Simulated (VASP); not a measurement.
Set up this calculation in VASP 6.6.1, as the native input.

```yaml
Task: single point
Functional: PBE
Dispersion: D3(BJ)
Potentials_or_basis: VASP PAW PBE potentials, release 64 (S)
Cutoff: 520 eV
k_mesh: 8 × 8 × 1
Occupations: gaussian, width 0.1 eV
Spin: no spin polarisation
Dipole_correction: yes
Further_INCAR_settings: ALGO = Normal; EDIFF = 1e-06; NBANDS = 13
```

The structure of S lies in POSCAR:

```
S
1.0
    2.3526667500      0.0000000000      0.0000000000
    0.0000000000      2.3526667500      0.0000000000
    0.0000000000      0.0000000000     18.0000000000
S
2
Direct
    0.5000000000      0.5000000000      0.4037500000
    0.5000000000      0.5000000000      0.5962500000
```

One way to write it, as run:

INCAR

```
SYSTEM = S
ALGO = Normal
DIPOL = 0.5 0.5 0.500
EDIFF = 1E-6
ENCUT = 520
GGA = PE
IDIPOL = 3
ISIF = 2
ISMEAR = 0
IVDW = 12
LASPH = .TRUE.
LCHARG = .FALSE.
LDIPOL = .TRUE.
LREAL = .FALSE.
LWAVE = .FALSE.
NBANDS = 13
NELM = 80
PREC = Accurate
SIGMA = 0.1
```

KPOINTS

```
k-points
0
G
  8 8 1
  0 0 0
```

Potentials or basis: VASP PAW PBE potentials, release 64 (S).

Launch:

```sh
$ cat potpaw_PBE.64/S/POTCAR > POTCAR
$ mpirun -np 1 vasp_std > vasp.out
```

Results of the run:

```
Largest force              : 0.031 eV/Å
Band gap on the k mesh     : zero (bands 6 and 7 overlap by 5.19 eV)
Dispersion energy per atom : -0.228 eV
```

Run time: 10 s on 1 thread of AMD EPYC 9R45 96-Core Processor (Zen 5), with other jobs on the host, peak memory 0.16 GiB.
